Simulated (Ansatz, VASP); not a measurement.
## One calculation of InP, two programs

File INCAR:

```
SYSTEM = InP
PREC     = Accurate       ! precision mode
ENCUT    = 500            ! plane-wave cutoff, eV
EDIFF    = 1E-6           ! SCF threshold, eV
ISMEAR   = -1             ! smearing method
SIGMA    = 0.05           ! smearing width, eV
LREAL    = .False.        ! projectors in reciprocal space
LASPH    = .True.         ! aspherical terms in the spheres
NELM     = 120            ! most SCF steps
ALGO     = Normal         ! electronic algorithm
ISIF     = 2              ! what is computed and relaxed
LWAVE    = .False.        ! write WAVECAR
LCHARG   = .False.        ! write CHGCAR
GGA      = CA             ! functional
NBANDS   = 16             ! bands
GGA_COMPAT= .False.
```

KPOINTS

```
regular mesh
0
Gamma
  11 11 11
  0 0 0
```

Contents of POSCAR:

```
InP
1.0
    0.0000000000      2.6113807435      2.6113807435
    2.6113807435      0.0000000000      2.6113807435
    2.6113807435      2.6113807435      0.0000000000
In P
1 1
Direct
    0.0000000000      0.0000000000      0.0000000000
    0.2500000000      0.2500000000      0.2500000000
```

Input for Ansatz:

```yaml
crystal:
  lattice:
    - [0.0, 2.6113807435, 2.6113807435]
    - [2.6113807435, 0.0, 2.6113807435]
    - [2.6113807435, 2.6113807435, 0.0]
  atoms:
    - { symbol: In, position: [0.0, 0.0, 0.0] }
    - { symbol: P, position: [0.25, 0.25, 0.25] }
kpoints:
  mp_grid: { grid: [11, 11, 11] }
scf:
  occupations: { method: fermi_dirac, width: 0.05 }
hamiltonian:
  xc: lda
  pseudopotentials: { kind: paw }
output:
  forces: true
  stress: true
  eigenvalues: true
  populations: true
  write_density: true
  write_potential: true
  elf: true
  volumetric_format: npy
```

Change from the starting cell: volume scaled by 0.72, PAW files.

Alike in both runs: task single point; functional LDA; k mesh 11 × 11 × 11; occupations fermi-dirac, width 0.05 eV; no spin polarisation.

|  | VASP | Ansatz |
| --- | --- | --- |
| version | VASP 6.6.1 | Ansatz 0.2.0 |
| potentials or method | VASP PAW LDA potentials, release 64 (In_d, P) | PAW with Ansatz's default frozen-core files, scalar-relativistic |
| plane-wave cutoff (eV) | 500 | 420 |
| valence electrons in the cell | 18 | 18 |

|  | VASP | Ansatz | Ansatz less VASP |
| --- | --- | --- | --- |
| pressure (GPa) | 48.8 | 48.9 | +0.09 |

LDA's correlation is that of Perdew and Zunger in VASP and of Perdew and Wang (1992) in Ansatz. Both programs put the cell under a high pressure, so it lies far from rest at this level.
